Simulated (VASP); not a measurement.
Write the native input for VASP 6.6.1 that does the following.

| Property | Result |
| --- | --- |
| Task | single point |
| Functional | PBE |
| Potentials or basis | VASP PAW PBE potentials, release 64 (Y_sv, N) |
| Cutoff | 520 eV |
| k mesh | 4 × 4 × 4 |
| Occupations | gaussian, width 0.1 eV |
| Spin | no spin polarisation |
| Dipole correction | no |
| Further INCAR settings | ALGO = Normal; EDIFF = 1e-06; NBANDS = 32 |

The structure of Y4N lies in POSCAR:

```
Y4N
1.0
    4.7468680400      0.0000000000      0.0000000000
    0.0000000000      4.7468680400      0.0000000000
    0.0000000000      0.0000000000      4.7468680400
Y N
4 1
Direct
    0.0000000000      0.0000000000      0.0000000000
    0.5000000000      0.5000000000      0.0000000000
    0.5000000000      0.0000000000      0.5000000000
    0.0000000000      0.5000000000      0.5000000000
    0.5000000000      0.5000000000      0.5000000000
```

The cell was built from a structure type or drawn by symmetry, and may not be a known phase.

One way to write it, as run:

INCAR

```
SYSTEM = Y4N
PREC = Accurate ; ENCUT = 520
EDIFF = 1E-6 ; ISMEAR = 0
SIGMA = 0.1 ; LREAL = .FALSE.
LASPH = .TRUE. ; NELM = 60
ALGO = Normal ; ISIF = 2
LWAVE = .FALSE. ; LCHARG = .FALSE.
GGA = PE ; NBANDS = 32
```

KPOINTS

```
Automatic mesh
0
G
  4 4 4
  0 0 0
```

Potentials or basis: VASP PAW PBE potentials, release 64 (Y_sv, N).

The run is started by

```bash
$ cat potpaw_PBE.64/Y_sv/POTCAR potpaw_PBE.64/N/POTCAR > POTCAR
$ mpirun -np 1 vasp_std > vasp.out
```

Results of the run:

```
Pressure               : 12.1 GPa
Band gap on the k mesh : zero (an odd number of electrons rules out a gap without spin polarisation)
```

Caveat: the cell stands under pressure.

Wall time 82 s on 1 thread of Intel(R) Xeon(R) Platinum 8259CL CPU @ 2.50GHz (Skylake/Cascade Lake), on a shared host, peak memory 0.22 GiB.
